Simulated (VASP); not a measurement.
# TiTl (P4/nmm) in VASP: single point with PBE

Aim: the single point of TiTl with PBE.

All numbers are computed with VASP 6.6.1; they aren't measurements. Logs are shortened: lines on timing, memory, paths and dates and some standing lists are left out, and cuts for length are marked.

## (1) The cell of the first run

It takes space group P4/nmm (No. 129, tetragonal). Conventional cell: a = 2.985 Å, b = 2.985 Å, c = 9.203 Å, α = 90.00°, β = 90.00°, γ = 90.00°. Within 3.8 Å of Ti (site symmetry 4mm) lie 8 Ti at 2.90 to 2.98 Å and 4 Tl at 3.20 Å. Within 3.9 Å of Tl (site symmetry 4mm) lie 8 Tl at 2.98 to 3.19 Å and 4 Ti at 3.20 Å.

## (2) Single point, PBE

File POSCAR:

```
TiTl
1.0
    2.9849180000      0.0000000000      0.0000000000
    0.0000000000      2.9849180000      0.0000000000
    0.0000000000      0.0000000000      9.2034990000
Ti Tl
2 2
Direct
    0.0000000000      0.5000000000      0.6080000000
    0.5000000000      0.0000000000      0.3920000000
    0.0000000000      0.5000000000      0.1300000000
    0.5000000000      0.0000000000      0.8700000000
```

File INCAR.step1:

```
PREC = Accurate ; ENCUT = 520
EDIFF = 1E-6 ; ISMEAR = -1
SIGMA = 0.0984 ; LREAL = False
LASPH = True ; NELM = 100
ALGO = Normal ; ISIF = 2
LWAVE = False ; LCHARG = True
LMAXMIX = 4 ; GGA = PE
NBANDS = 33
```

File KPOINTS.step1:

```
Automatic mesh
0
Gamma
  11 11 4
```

File INCAR.step2:

```
PREC = Accurate ; ENCUT = 520
EDIFF = 1E-6 ; ISMEAR = -5
SIGMA = 0.0984 ; LREAL = False
LASPH = True ; NELM = 100
ALGO = Normal ; ISIF = 2
LWAVE = False ; LCHARG = False
LMAXMIX = 4 ; GGA = PE
LORBIT = 10 ; NEDOS = 2001
ICHARG = 11
```

File KPOINTS.step2:

```
Automatic mesh
0
Gamma
  17 17 6
```

Potentials or basis: VASP PAW PBE potentials, release 64 (Ti_sv, Tl_d).

Started as:

```sh
$ cat potpaw_PBE.64/Ti_sv/POTCAR potpaw_PBE.64/Tl_d/POTCAR > POTCAR
$ cp INCAR.step1 INCAR
$ cp KPOINTS.step1 KPOINTS
$ mpirun -np 1 vasp_std > vasp.out
$ cp INCAR.step2 INCAR
$ cp KPOINTS.step2 KPOINTS
$ mpirun -np 1 vasp_std > vasp.out
```

OUTCAR:

```text
PREC = Accurate
   ENCUT = 520
   EDIFF = 1E-6
   ISMEAR = -5
   LREAL = False
   LASPH = True
   NELM = 100
   ISIF = 2
   GGA = PE
   LORBIT = 10
   ICHARG = 11

 ion  position               nearest neighbor table
   1  0.000  0.500  0.608-   2 2.90   2 2.90   2 2.90   2 2.90   4 3.20   4 3.20   4 3.20   4 3.20

   2  0.500  0.000  0.392-   1 2.90   1 2.90   1 2.90   1 2.90   3 3.20   3 3.20   3 3.20   3 3.20

   3  0.000  0.500  0.130-   4 3.19   4 3.19   4 3.19   4 3.19   2 3.20   2 3.20   2 3.20   2 3.20

   4  0.500  0.000  0.870-   3 3.19   3 3.19   3 3.19   3 3.19   1 3.20   1 3.20   1 3.20   1 3.20

  LATTYP: Found a simple tetragonal cell.
 ALAT       =     2.9849180000
 C/A-ratio  =     3.0833339475

  Lattice vectors:

 A1 = (   2.9849180000,   0.0000000000,   0.0000000000)
 A2 = (   0.0000000000,   2.9849180000,   0.0000000000)
 A3 = (   0.0000000000,   0.0000000000,   9.2034990000)

Analysis of symmetry for initial positions (statically):
=====================================================================
 Subroutine PRICEL returns:
 Original cell was already a primitive cell.

 Routine SETGRP: Setting up the symmetry group for a
 simple tetragonal supercell.

 Subroutine GETGRP returns: Found 16 space group operations
 (whereof  8 operations were pure point group operations)
 out of a pool of 16 trial point group operations.

The static configuration has the point symmetry D_2d.
 The point group associated with its full space group is D_4h.

Analysis of symmetry for dynamics (positions and initial velocities):
=====================================================================
 Subroutine PRICEL returns:
 Original cell was already a primitive cell.

 Routine SETGRP: Setting up the symmetry group for a
 simple tetragonal supercell.

 Subroutine GETGRP returns: Found 16 space group operations
 (whereof  8 operations were pure point group operations)
 out of a pool of 16 trial point group operations.

The dynamic configuration has the point symmetry D_2d.
 The point group associated with its full space group is D_4h.

 Subroutine INISYM returns: Found 16 space group operations
 (whereof  8 operations are pure point group operations),
 and found     1 'primitive' translations

----------------------------------------------------------------------------------------

                                     Primitive cell

  volume of cell :      82.0007

  direct lattice vectors                    reciprocal lattice vectors
     2.984918000  0.000000000  0.000000000     0.335017578  0.000000000  0.000000000
     0.000000000  2.984918000  0.000000000     0.000000000  0.335017578  0.000000000
     0.000000000  0.000000000  9.203499000     0.000000000  0.000000000  0.108654328

  length of vectors
     2.984918000  2.984918000  9.203499000     0.335017578  0.335017578  0.108654328

  position of ions in fractional coordinates (direct lattice)
     0.000000000  0.500000000  0.608000000
     0.500000000  0.000000000  0.392000000
     0.000000000  0.500000000  0.130000000
     0.500000000  0.000000000  0.870000000

  ion indices of the primitive-cell ions
   primitive index   ion index
                 1           1
                 2           2
                 3           3
                 4           4

----------------------------------------------------------------------------------------

 KPOINTS: Automatic mesh

Automatic generation of k-mesh.
 Grid dimensions read from file:
 generate k-points for:   17   17    6

 Generating k-lattice:

  Cartesian coordinates                     Fractional coordinates (reciprocal lattice)
     0.019706916  0.000000000  0.000000000     0.058823529  0.000000000  0.000000000
     0.000000000  0.019706916  0.000000000     0.000000000  0.058823529  0.000000000
     0.000000000  0.000000000  0.018109055     0.000000000  0.000000000  0.166666667

  Length of vectors
     0.019706916  0.019706916  0.018109055

  Shift w.r.t. Gamma in fractional coordinates (k-lattice)
     0.000000000  0.000000000  0.000000000

 TETIRR: Found   2595 inequivalent tetrahedra from    10404

 Subroutine IBZKPT returns following result:
 ===========================================

 Found    180 irreducible k-points:

 Following reciprocal coordinates:
            Coordinates               Weight
  0.000000  0.000000  0.000000      1.000000
  0.058824  0.000000  0.000000      4.000000
  0.117647  0.000000  0.000000      4.000000
  0.176471  0.000000  0.000000      4.000000
  0.235294  0.000000  0.000000      4.000000
  0.294118  0.000000  0.000000      4.000000
[... 16 lines left out ...]
  0.411765  0.117647  0.000000      8.000000
  0.470588  0.117647  0.000000      8.000000
 [... further k-points ...]
   k-points           NKPTS =    180   k-points in BZ     NKDIM =    180   number of bands    NBANDS=     30
   number of dos      NEDOS =   2001   number of ions     NIONS =      4
   total plane-waves  NPLWV =  40320
   dimension x,y,z NGX =    24 NGY =   24 NGZ =   70
   dimension x,y,z NGXF=    48 NGYF=   48 NGZF=  140
   ions per type =               2   2
   NGX,Y,Z   is equivalent  to a cutoff of  13.37, 13.37, 12.64 a.u.
   NGXF,Y,Z  is equivalent  to a cutoff of  26.73, 26.73, 25.29 a.u.
 SYSTEM =  unknown system
   PREC   = accura    normal or accurate (medium, high low for compatibility)
   ISTART =      0    job   : 0-new  1-cont  2-samecut
   ICHARG =     11    charge: 1-file 2-atom 10-const
   ISPIN  =      1    spin polarized calculation?
   LNONCOLLINEAR =      F non collinear calculations
   LSORBIT =      F    spin-orbit coupling
   LASPH  =      T    aspherical Exc in radial PAW
   ENCUT  =  520.0 eV  38.22 Ry    6.18 a.u.   5.55  5.55 17.11*2*pi/ulx,y,z
   NELM   =    100;   NELMIN=  2; NELMDL=  0     # of ELM steps
   EDIFF  = 0.1E-05   stopping-criterion for ELM
   LREAL  =      F    real-space projection
   EDIFFG = 0.1E-04   stopping-criterion for IOM
   NSW    =      0    number of steps for IOM
   IBRION =     -1    ionic relax: 0-MD 1-quasi-New 2-CG
   NFREE  =      0    steps in history (QN), initial steepest desc. (CG)
   ISIF   =      2    stress and relaxation
   ISYM   =      2    0-nonsym 1-usesym 2-fastsym
   POTIM  = 0.5000    time-step for ionic-motion
   TEBEG  =    0.0;   TEEND  =   0.0 temperature during run
   PSTRESS=    0.0 pullay stress
   NELECT =      50.0000    total number of electrons
   NUPDOWN=      -1.0000    fix difference up-down
   EMIN   =  10.00;   EMAX   =-10.00  energy-range for DOS
   EFERMI =   0.00;   METHOD = LEGACY
   ISMEAR =    -5;   SIGMA  =   0.10  broadening in eV -4-tet -1-fermi 0-gaus
   EFERMI_NEDOS =   21; number of points for ismear=-14 and -15
   IALGO  =     38    algorithm
   IMIX   =      4    mixing-type and parameters
     AMIX     =   0.40;   BMIX     =  1.00
     AMIX_MAG =   1.60;   BMIX_MAG =  1.00
  volume/ion in A,a.u.               =      20.50       138.34
  Fermi-wavevector in a.u.,A,eV,Ry     =   1.388222  2.623359 26.220606  1.927160
  Thomas-Fermi vector in A             =   2.512369
   LORBIT       =     10    0 simple, 1 ext, 2 COOP (PROOUT), +10 PAW based schemes
   GGA     = PE    functional components
   LHFCALC =     F    Hartree Fock is set to
   AEXX    =    0.0000 exact exchange contribution
   IVDW    =     0    specifies the selected vdW correction
   LEPSILON=     F    determine dielectric tensor
   LRPA    =     F    only Hartree local field effects (RPA)
 non-spin polarized calculation
 Fermi weights with tetrahedron method with Bloechl corrections
  energy-cutoff  :      520.00
  volume of cell :       82.00
 maximum number of plane-waves:      2243
 NGX is ok and might be reduce to    24

 number of electron      49.9999990 magnetization

 Free energy of the ion-electron system (eV)
  ---------------------------------------------------
  ext. energy  EPLUGINS =         0.00000000
  ---------------------------------------------------
  free energy    TOTEN  =       -18.99443859 eV

  energy without entropy =      -18.99443859  energy(sigma->0) =      -18.99443859

 E-fermi :   8.9149     XC(G=0): -11.3327

 val. band max:        8.9226019158   @ k =   0.4706   0.4118   0.3333
 cond. band min:       8.7889370392   @ k =   0.4706   0.4706   0.0000
 fundamental gap:     -0.1336648766
 Fermi energy:         8.9149217422

 k-point     1 :       0.0000    0.0000    0.0000
  band No.  band energies     occupation
      1     -48.2004      2.00000
      2     -48.1207      2.00000
      3     -24.5800      2.00000
      4     -24.3137      2.00000
      5     -24.3137      2.00000
      6     -24.2970      2.00000
[... 22 lines left out ...]
     29      10.9974      0.00000
     30      11.0564      0.00000

 k-point     2 :       0.0588    0.0000    0.0000
  band No.  band energies     occupation
      1     -48.1988      2.00000
      2     -48.1203      2.00000
      3     -24.5782      2.00000
      4     -24.3380      2.00000
      5     -24.3119      2.00000
      6     -24.2824      2.00000
[... 22 lines left out ...]
     29      10.9383      0.00000
     30      11.0189      0.00000

 k-point     3 :       0.1176    0.0000    0.0000
  band No.  band energies     occupation
      1     -48.1939      2.00000
      2     -48.1195      2.00000
      3     -24.5734      2.00000
      4     -24.3781      2.00000
      5     -24.3064      2.00000
      6     -24.2702      2.00000
[... 682 lines left out ...]
     29       9.8801      0.00000
     30       9.9193      0.00000

 k-point    24 :       0.4706    0.1176    0.0000
  band No.  band energies     occupation
      1     -48.1309      2.00000
      2     -48.1240      2.00000
      3     -24.6024      2.00000
      4     -24.6022      2.00000
      5     -24.3349      2.00000
      6     -24.3253      2.00000
[... 22 lines left out ...]
     29       9.9255      0.00000
     30       9.9285      0.00000

 [... further k-points ...]

------------------------ aborting loop because EDIFF is reached ----------------------------------------

  FORCE on cell =-STRESS in cart. coord.  units (eV):
  Direction    XX          YY          ZZ          XY          YZ          ZX
  --------------------------------------------------------------------------------------
  -------------------------------------------------------------------------------------
  Total        3.4478727      3.4478727      0.8520838      0.0000000      0.0000000      0.0000000
  in kB       67.3665058     67.3665058     16.6485002      0.0000000      0.0000000      0.0000000
  external PRESSURE =      50.4605040 kB  Pullay stress =       0.0000000 kB

 VOLUME and BASIS-vectors are now :
 -----------------------------------------------------------------------------
  energy-cutoff  :      520.00
  volume of cell :       82.00
      direct lattice vectors                 reciprocal lattice vectors
     2.984918000  0.000000000  0.000000000     0.335017578  0.000000000  0.000000000
     0.000000000  2.984918000  0.000000000     0.000000000  0.335017578  0.000000000
     0.000000000  0.000000000  9.203499000     0.000000000  0.000000000  0.108654328

 POSITION                                       TOTAL-FORCE (eV/Angst)
 -----------------------------------------------------------------------------------
      0.00000      1.49246      5.59573         0.000000      0.000000     -0.711261
      1.49246      0.00000      3.60777        -0.000000      0.000000      0.711261
      0.00000      1.49246      1.19645        -0.000000     -0.000000      1.060661
      1.49246      0.00000      8.00704         0.000000      0.000000     -1.060661
 -----------------------------------------------------------------------------------
    total drift:                                0.000000      0.000000      0.000000

  FREE ENERGIE OF THE ION-ELECTRON SYSTEM (eV)
  ---------------------------------------------------
  free  energy   TOTEN  =       -18.9944385921 eV

  energy  without entropy=      -18.9944385921  energy(sigma->0) =      -18.99443859

 total charge

# of ion       s       p       d       tot
------------------------------------------
    1        2.218   6.076   1.871  10.165
    2        2.218   6.076   1.871  10.165
    3        1.108   0.644   9.647  11.398
    4        1.108   0.644   9.647  11.398
--------------------------------------------------
tot          6.650  13.440  23.037  43.127
```

It took 4.8 min on 1 thread of Intel Xeon Platinum 8259CL at 2.50GHz (Skylake/Cascade Lake), shared host; peak memory 0.47 GiB.

What came out:

* Valence electrons inside the program's atomic spheres: Ti 10.16; Tl 11.40

Levels at points of the mesh, in eV from the Fermi level:
| k point | band 23 | band 24 | band 25 | band 26 | band 27 | band 28 |
| --- | --- | --- | --- | --- | --- | --- |
| (0.00, 0.00, 0.00) | -1.54 | -1.41 | -0.04 | 0.95 | 0.95 | 1.68 |
| (0.00, 0.00, 0.50) | -1.42 | -1.41 | -0.05 | 0.97 | 0.97 | 1.55 |

Caveat: spin-orbit coupling is left out, which moves the levels of the heavy elements.
